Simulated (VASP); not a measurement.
# VH (P6_3/mmc) in VASP: further runs

The runs below take VH through single point, relaxation of volume and atoms at fixed shape, with LDA.

Everything below comes from runs of VASP 6.6.1. Logs are shortened: lines on timing, memory, paths and dates and some standing lists are left out, and cuts for length are marked.

**1. The cell of the first run**

It takes space group P6_3/mmc (No. 194, hexagonal). The conventional cell has a = 2.678 Å, b = 2.678 Å, c = 4.832 Å, α = 90.00°, β = 90.00°, γ = 120.00°. V (site symmetry -3m) has 6 H at 1.96 Å and 8 V at 2.42 to 2.68 Å within 2.7 Å. H (site symmetry -6m2) has 6 V at 1.96 Å and 6 H at 2.68 Å within 2.7 Å.

**2. Single point, LDA, collinear spin, ferromagnetic start**

INCAR

```
PREC     = Accurate       # precision mode
ENCUT    = 520            # plane-wave cutoff, eV
EDIFF    = 1E-6           # SCF threshold, eV
ISMEAR   = 0              # smearing method
SIGMA    = 0.02           # smearing width, eV
LREAL    = False          # projectors in reciprocal space
LASPH    = True           # aspherical terms in the spheres
NELM     = 150            # most SCF steps
ALGO     = Normal         # electronic algorithm
ISIF     = 2              # what is computed and relaxed
LWAVE    = False          # write WAVECAR
LCHARG   = False          # write CHGCAR
ISPIN    = 2              # spin polarisation
MAGMOM   = 1.5 1.5 0 0    # initial moments
LORBIT   = 11             # projections on sites
LMAXMIX  = 4              # l up to which the mixer works
NBANDS   = 26             # bands
```

KPOINTS

```
Automatic mesh
0
Gamma
  9 9 4
```

POSCAR

```
VH
1.0
    2.6782246288      0.0000000000      0.0000000000
   -1.3391123144      2.3194105656      0.0000000000
    0.0000000000      0.0000000000      4.8324820954
V H
2 2
Direct
    0.0000000000      0.0000000000      0.0000000000
    0.0000000000      0.0000000000      0.5000000000
    0.6666666667      0.3333333333      0.7500000000
    0.3333333333      0.6666666667      0.2500000000
```

Potentials or basis: VASP PAW LDA potentials, release 64 (V_sv, H).

Launch:

```console
cat potpaw_LDA.64/V_sv/POTCAR potpaw_LDA.64/H/POTCAR > POTCAR
mpirun -np 1 vasp_std > vasp.out
```

OUTCAR:

```text
PREC = Accurate
   ENCUT = 520
   EDIFF = 1E-6
   ISMEAR = 0
   LREAL = False
   LASPH = True
   NELM = 150
   ISIF = 2
   ISPIN = 2
   LORBIT = 11

 ion  position               nearest neighbor table
   1  0.000  0.000  0.000-   2 2.42   2 2.42
   2  0.000  0.000  0.500-   1 2.42   1 2.42
   3  0.667  0.333  0.750-
   4  0.333  0.667  0.250-

  LATTYP: Found a hexagonal cell.
 ALAT       =     2.6782246288
 C/A-ratio  =     1.8043602629

  Lattice vectors:

 A1 = (   2.6782246288,   0.0000000000,   0.0000000000)
 A2 = (  -1.3391123144,   2.3194105656,   0.0000000000)
 A3 = (   0.0000000000,   0.0000000000,   4.8324820954)

Analysis of symmetry for initial positions (statically):
=====================================================================
 Subroutine PRICEL returns:
 Original cell was already a primitive cell.

 Routine SETGRP: Setting up the symmetry group for a
 hexagonal supercell.

 Subroutine GETGRP returns: Found 24 space group operations
 (whereof 12 operations were pure point group operations)
 out of a pool of 24 trial point group operations.

The static configuration has the point symmetry D_3d.
 The point group associated with its full space group is D_6h.

Analysis of symmetry for dynamics (positions and initial velocities):
=====================================================================
 Subroutine PRICEL returns:
 Original cell was already a primitive cell.

 Routine SETGRP: Setting up the symmetry group for a
 hexagonal supercell.

 Subroutine GETGRP returns: Found 24 space group operations
 (whereof 12 operations were pure point group operations)
 out of a pool of 24 trial point group operations.

The dynamic configuration has the point symmetry D_3d.
 The point group associated with its full space group is D_6h.

Analysis of structural, dynamic, and magnetic symmetry:
=====================================================================
 Subroutine PRICEL returns:
 Original cell was already a primitive cell.

 Routine SETGRP: Setting up the symmetry group for a
 hexagonal supercell.

 Subroutine GETGRP returns: Found 24 space group operations
 (whereof 12 operations were pure point group operations)
 out of a pool of 24 trial point group operations.

The overall configuration has the point symmetry D_3d.
 The point group associated with its full space group is D_6h.

 Subroutine INISYM returns: Found 24 space group operations
 (whereof 12 operations are pure point group operations),
 and found     1 'primitive' translations

----------------------------------------------------------------------------------------

                                     Primitive cell

  volume of cell :      30.0189

  direct lattice vectors                    reciprocal lattice vectors
     2.678224629  0.000000000  0.000000000     0.373381676  0.215572011  0.000000000
    -1.339112314  2.319410566  0.000000000     0.000000000  0.431144022  0.000000000
     0.000000000  0.000000000  4.832482095     0.000000000  0.000000000  0.206932996

  length of vectors
     2.678224629  2.678224629  4.832482095     0.431144022  0.431144022  0.206932996

  position of ions in fractional coordinates (direct lattice)
     0.000000000  0.000000000  0.000000000
     0.000000000  0.000000000  0.500000000
     0.666666667  0.333333333  0.750000000
     0.333333333  0.666666667  0.250000000

  ion indices of the primitive-cell ions
   primitive index   ion index
                 1           1
                 2           2
                 3           3
                 4           4

----------------------------------------------------------------------------------------

 KPOINTS: Automatic mesh

Automatic generation of k-mesh.
 Grid dimensions read from file:
 generate k-points for:    9    9    4

 Generating k-lattice:

  Cartesian coordinates                     Fractional coordinates (reciprocal lattice)
     0.041486853  0.023952446  0.000000000     0.111111111 -0.000000000  0.000000000
     0.000000000  0.047904891  0.000000000     0.000000000  0.111111111  0.000000000
     0.000000000  0.000000000  0.051733249     0.000000000  0.000000000  0.250000000

  Length of vectors
     0.047904891  0.047904891  0.051733249

  Shift w.r.t. Gamma in fractional coordinates (k-lattice)
     0.000000000  0.000000000  0.000000000

 Subroutine IBZKPT returns following result:
 ===========================================

 Found     36 irreducible k-points:

 Following reciprocal coordinates:
            Coordinates               Weight
  0.000000  0.000000  0.000000      1.000000
  0.111111 -0.000000  0.000000      6.000000
  0.222222  0.000000  0.000000      6.000000
  0.333333  0.000000  0.000000      6.000000
  0.444444  0.000000  0.000000      6.000000
  0.111111  0.111111  0.000000      6.000000
[... 16 lines left out ...]
  0.333333  0.222222  0.250000     24.000000
  0.333333  0.333333  0.250000      4.000000
 [... further k-points ...]
   k-points           NKPTS =     36   k-points in BZ     NKDIM =     36   number of bands    NBANDS=     26
   number of dos      NEDOS =    301   number of ions     NIONS =      4
   total plane-waves  NPLWV =  14400
   dimension x,y,z NGX =    20 NGY =   20 NGZ =   36
   dimension x,y,z NGXF=    40 NGYF=   40 NGZF=   72
   ions per type =               2   2
   NGX,Y,Z   is equivalent  to a cutoff of  12.41, 12.41, 12.38 a.u.
   NGXF,Y,Z  is equivalent  to a cutoff of  24.83, 24.83, 24.77 a.u.
 SYSTEM =  unknown system
   PREC   = accura    normal or accurate (medium, high low for compatibility)
   ISTART =      0    job   : 0-new  1-cont  2-samecut
   ICHARG =      2    charge: 1-file 2-atom 10-const
   ISPIN  =      2    spin polarized calculation?
   LNONCOLLINEAR =      F non collinear calculations
   LSORBIT =      F    spin-orbit coupling
   LASPH  =      T    aspherical Exc in radial PAW
   ENCUT  =  520.0 eV  38.22 Ry    6.18 a.u.   4.98  4.98  8.99*2*pi/ulx,y,z
   NELM   =    150;   NELMIN=  2; NELMDL= -5     # of ELM steps
   EDIFF  = 0.1E-05   stopping-criterion for ELM
   LREAL  =      F    real-space projection
   EDIFFG = 0.1E-04   stopping-criterion for IOM
   NSW    =      0    number of steps for IOM
   IBRION =     -1    ionic relax: 0-MD 1-quasi-New 2-CG
   NFREE  =      0    steps in history (QN), initial steepest desc. (CG)
   ISIF   =      2    stress and relaxation
   ISYM   =      2    0-nonsym 1-usesym 2-fastsym
   POTIM  = 0.5000    time-step for ionic-motion
   TEBEG  =    0.0;   TEEND  =   0.0 temperature during run
   PSTRESS=    0.0 pullay stress
   NELECT =      28.0000    total number of electrons
   NUPDOWN=      -1.0000    fix difference up-down
   EMIN   =  10.00;   EMAX   =-10.00  energy-range for DOS
   EFERMI =   0.00;   METHOD = LEGACY
   ISMEAR =     0;   SIGMA  =   0.02  broadening in eV -4-tet -1-fermi 0-gaus
   EFERMI_NEDOS =   21; number of points for ismear=-14 and -15
   IALGO  =     38    algorithm
   IMIX   =      4    mixing-type and parameters
     AMIX     =   0.40;   BMIX     =  1.00
     AMIX_MAG =   1.60;   BMIX_MAG =  1.00
  volume/ion in A,a.u.               =       7.50        50.64
  Fermi-wavevector in a.u.,A,eV,Ry     =   1.599543  3.022698 34.811014  2.558537
  Thomas-Fermi vector in A             =   2.696819
   LORBIT       =     11    0 simple, 1 ext, 2 COOP (PROOUT), +10 PAW based schemes
   GGA     = CA    functional components
   LHFCALC =     F    Hartree Fock is set to
   AEXX    =    0.0000 exact exchange contribution
   IVDW    =     0    specifies the selected vdW correction
   LEPSILON=     F    determine dielectric tensor
   LRPA    =     F    only Hartree local field effects (RPA)
 spin polarized calculation
 Gauss-broadening in eV      SIGMA  =   0.02
  energy-cutoff  :      520.00
  volume of cell :       30.02
 maximum number of plane-waves:       825
 NGX is ok and might be reduce to    20
   NGX =  9   NGY =  9   NGZ = 17

 number of electron      27.9999998 magnetization       0.2215861

 Free energy of the ion-electron system (eV)
  ---------------------------------------------------
  ext. energy  EPLUGINS =         0.00000000
  ---------------------------------------------------
  free energy    TOTEN  =       -26.73179128 eV

  energy without entropy =      -26.73072250  energy(sigma->0) =      -26.73125689

 E-fermi :  10.0940     XC(G=0): -13.2470

 val. band max:       10.0920443320   @ k =   0.1111   0.1111   0.0000
 cond. band min:      10.0986668184   @ k =   0.3333   0.2222   0.5000
 fundamental gap:      0.0066224864
 Fermi energy:        10.0939746967

 spin component 1

 k-point     1 :       0.0000    0.0000    0.0000
  band No.  band energies     occupation
      1     -53.3894      1.00000
      2     -53.1846      1.00000
      3     -28.2714      1.00000
      4     -27.2562      1.00000
      5     -27.2562      1.00000
      6     -27.1360      1.00000
[... 18 lines left out ...]
     25      29.2359      0.00000
     26      29.2359      0.00000
[... 644 lines left out ...]
      4     -27.7640      1.00000
      5     -27.7640      1.00000
      6     -27.6378      1.00000
[... 18 lines left out ...]
     25      22.6421      0.00000
     26      22.6421      0.00000

 [... further k-points ...]

 spin component 2

 k-point     1 :       0.0000    0.0000    0.0000
  band No.  band energies     occupation
      1     -53.3011      1.00000
      2     -53.0959      1.00000
      3     -28.2051      1.00000
      4     -27.1595      1.00000
      5     -27.1595      1.00000
      6     -27.0389      1.00000
[... 18 lines left out ...]
     25      29.2706      0.00000
     26      29.2706      0.00000
[... 644 lines left out ...]
      4     -27.6683      1.00000
      5     -27.6683      1.00000
      6     -27.5416      1.00000
[... 18 lines left out ...]
     25      22.6996      0.00000
     26      22.6996      0.00000

 [... further k-points ...]

------------------------ aborting loop because EDIFF is reached ----------------------------------------

  FORCE on cell =-STRESS in cart. coord.  units (eV):
  Direction    XX          YY          ZZ          XY          YZ          ZX
  --------------------------------------------------------------------------------------
  -------------------------------------------------------------------------------------
  Total       -0.2259397     -0.2259397      0.6993456      0.0000000      0.0000000      0.0000000
  in kB      -12.0589134    -12.0589134     37.3256618      0.0000000      0.0000000      0.0000000
  external PRESSURE =       4.4026117 kB  Pullay stress =       0.0000000 kB

 VOLUME and BASIS-vectors are now :
 -----------------------------------------------------------------------------
  energy-cutoff  :      520.00
  volume of cell :       30.02
      direct lattice vectors                 reciprocal lattice vectors
     2.678224629  0.000000000  0.000000000     0.373381676  0.215572011  0.000000000
    -1.339112314  2.319410566  0.000000000     0.000000000  0.431144022  0.000000000
     0.000000000  0.000000000  4.832482095     0.000000000  0.000000000  0.206932996

 POSITION                                       TOTAL-FORCE (eV/Angst)
 -----------------------------------------------------------------------------------
      0.00000      0.00000      0.00000         0.000000      0.000000     -0.000000
      0.00000      0.00000      2.41624         0.000000      0.000000     -0.000000
      1.33911      0.77314      3.62436        -0.000000      0.000000     -0.000000
     -0.00000      1.54627      1.20812         0.000000     -0.000000      0.000000
 -----------------------------------------------------------------------------------
    total drift:                               -0.000000      0.000000      0.000000

  FREE ENERGIE OF THE ION-ELECTRON SYSTEM (eV)
  ---------------------------------------------------
  free  energy   TOTEN  =       -26.7317912753 eV

  energy  without entropy=      -26.7307225043  energy(sigma->0) =      -26.73125689

 total charge

# of ion       s       p       d       tot
------------------------------------------
    1        2.298   6.209   3.327  11.833
    2        2.298   6.209   3.327  11.833
    3        0.533   0.031   0.000   0.563
    4        0.533   0.031   0.000   0.563
--------------------------------------------------
tot          5.661  12.478   6.653  24.792

 magnetization (x)

# of ion       s       p       d       tot
------------------------------------------
    1        0.001   0.003   0.097   0.101
    2        0.001   0.003   0.097   0.101
    3       -0.001   0.001   0.000  -0.000
    4       -0.001   0.001   0.000  -0.000
--------------------------------------------------
tot         -0.000   0.008   0.195   0.203
```

It took 19 s on 1 thread of Intel Xeon 6975P-C (Granite Rapids), shared host; peak memory 0.16 GiB.

Results:

```yaml
Free_energy: -26.7318 eV
Pressure: 0.4 GPa
Net_moment: 0.22 μB per cell
Site_moments: V +0.10; H -0.00 μB
Valence_electrons_inside_the_program's_atomic_spheres: V 11.83; H 0.56
```

Stress tensor (GPa, compression positive):
```
-1.21  0.00  0.00
 0.00 -1.21  0.00
 0.00  0.00  3.73
```

**3. Relaxation of volume and atoms at fixed shape, LDA, collinear spin, ferromagnetic start**

This run uses another cell than the first one, of 8.00 Å³/atom.

INCAR

```
  ALGO = Normal
  EDIFF = 1E-7
  EDIFFG = -0.03
  ENCUT = 600
  IBRION = 2
  ISIF = 8
  ISMEAR = 0
  ISPIN = 2
  LASPH = T
  LCHARG = F
  LMAXMIX = 4
  LORBIT = 11
  LREAL = F
  LWAVE = F
  MAGMOM = 1.5 1.5 0 0
  NELM = 150
  NSW = 80
  PREC = Accurate
  SIGMA = 0.02
```

KPOINTS

```
k-points
0
Gamma
  9 9 4
```

POSCAR

```
VH
1.0
    2.7355800000      0.0000000000      0.0000000000
   -1.3677900000      2.3690800000      0.0000000000
    0.0000000000      0.0000000000      4.9359700000
V H
2 2
Direct
    0.0000000000      0.0000000000      0.0000000000
    0.0000000000      0.0000000000      0.5000000000
    0.6666666667      0.3333333333      0.7500000000
    0.3333333333      0.6666666667      0.2500000000
```

Potentials or basis: VASP PAW LDA potentials, release 64 (V_sv, H).

Launch:

```console
cat potpaw_LDA.64/V_sv/POTCAR potpaw_LDA.64/H/POTCAR > POTCAR
mpirun -np 1 vasp_std > vasp.out
```

It took 51 s on 1 thread of Intel Xeon 6975P-C (Granite Rapids), shared host; peak memory 0.19 GiB.

Results (log left out):

- Free energy: -26.7352 eV
- Relaxed volume: 7.52 Å³/atom
- Relaxed cell: a = 2.680 Å, b = 2.680 Å, c = 4.837 Å, α = 90.00°, β = 90.00°, γ = 120.00°
- Space group after relaxing (to 0.1 Å): P6_3/mmc (No. 194)
- Energy gained by relaxing: 16.3 meV/atom
- Ionic steps: 3
- Pressure after relaxing: 0.0 GPa
- Net moment: 0.22 μB per cell
- Site moments: V +0.10; H -0.00 μB
- Valence electrons inside the program's atomic spheres: V 11.83; H 0.56

Stress tensor (GPa, compression positive):
```
-1.61  0.00  0.00
 0.00 -1.61  0.00
 0.00  0.00  3.33
```

The path:
```tsv
step	energy change (eV)	largest force (eV/Å)	pressure (GPa)	volume (Å³)
1	0.0000	0.0000	-10.54	31.99
2	-0.0603	0.0000	3.21	29.61
3	-0.0651	0.0000	0.04	30.09
```

Final structure:
```xyz
4
Lattice="2.6805 0.0000 0.0000 -1.3402 2.3214 0.0000 0.0000 0.0000 4.8366" Properties=species:S:1:pos:R:3 pbc="T T T"
V     0.0000    0.0000    0.0000
V     0.0000    0.0000    2.4183
H     1.3402    0.7738    3.6274
H     0.0000    1.5476    1.2091
```

Levels at points of the mesh, in eV from the Fermi level:
Spin up:
```
           k point  band 12  band 13  band 14  band 15  band 16  band 17
(0.00, 0.00, 0.00)    -2.68    -0.43    -0.43     0.37     0.37     0.51
(0.00, 0.00, 0.50)    -1.91    -0.04    -0.04    -0.04    -0.04     1.56
```
Spin down:
| k point | band 11 | band 12 | band 13 | band 14 | band 15 | band 16 | band 17 | band 18 |
| --- | --- | --- | --- | --- | --- | --- | --- | --- |
| (0.00, 0.00, 0.00) | -3.27 | -2.61 | -0.35 | -0.35 | 0.47 | 0.47 | 0.58 | 0.58 |
| (0.00, 0.00, 0.50) | -1.84 | -1.84 | 0.05 | 0.05 | 0.05 | 0.05 | 1.63 | 1.63 |
